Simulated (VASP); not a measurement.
Write the native input for VASP 6.6.1 that does the following.

```yaml
Task: electric field gradients
Functional: LDA
Potentials_or_basis: VASP PAW LDA potentials, release 64 (Mo_sv, Pt)
Cutoff: 520 eV
k_mesh: 13 × 13 × 13
Occupations: fermi-dirac, width 0.05 eV
Spin: no spin polarisation
Dipole_correction: no
Further_INCAR_settings: ALGO = Normal; EDIFF = 1e-08; NBANDS = 24
```

The structure of MoPt2 lies in POSCAR:

```
MoPt2
1.0
   -1.3740000000      1.9575000000      4.1190000000
    1.3740000000     -1.9575000000      4.1190000000
    1.3740000000      1.9575000000     -4.1190000000
Mo Pt
1 2
Direct
    0.0000000000      0.0000000000      0.0000000000
    0.6617000000      0.6617000000      0.0000000000
    0.3383000000      0.3383000000      0.0000000000
```

This cell differs from its parent crystal: shortest bond scaled by 1.1.

These files were run (other wordings do the same):

INCAR

```
SYSTEM = MoPt2
ALGO = Normal
EDIFF = 1E-8
ENCUT = 520
GGA = CA
ISIF = 2
ISMEAR = -1
LASPH = .True.
LCHARG = .False.
LEFG = .True.
LREAL = .False.
LWAVE = .False.
NBANDS = 24
NELM = 100
PREC = Accurate
SIGMA = 0.05
```

KPOINTS

```
k-points
0
Gamma
  13 13 13
  0 0 0
```

Potentials or basis: VASP PAW LDA potentials, release 64 (Mo_sv, Pt).

Command:

```console
$ cat potpaw_LDA.64/Mo_sv/POTCAR potpaw_LDA.64/Pt/POTCAR > POTCAR
$ mpirun -np 1 vasp_std > vasp.out
```

Results of the run:

The pressure is -2.1 GPa, the largest force is 0.361 eV/Å and the band gap on the k mesh is zero (bands 17 and 18 overlap by 2.14 eV). The largest electric field gradient by atom is Mo +18.7; Pt +27.1 V/Å².

Caveat: the cell differs from its parent crystal (shortest bond scaled by 1.1); without QUAD_EFG the Cq values of the log hold for a quadrupole moment of 1 mb, not for the nuclei; spin-orbit coupling is left out, which moves the levels of the heavy elements.

Run time: 2.9 min on 1 thread of Intel(R) Xeon(R) 6975P-C (Granite Rapids), on a shared host, peak memory 0.43 GiB.
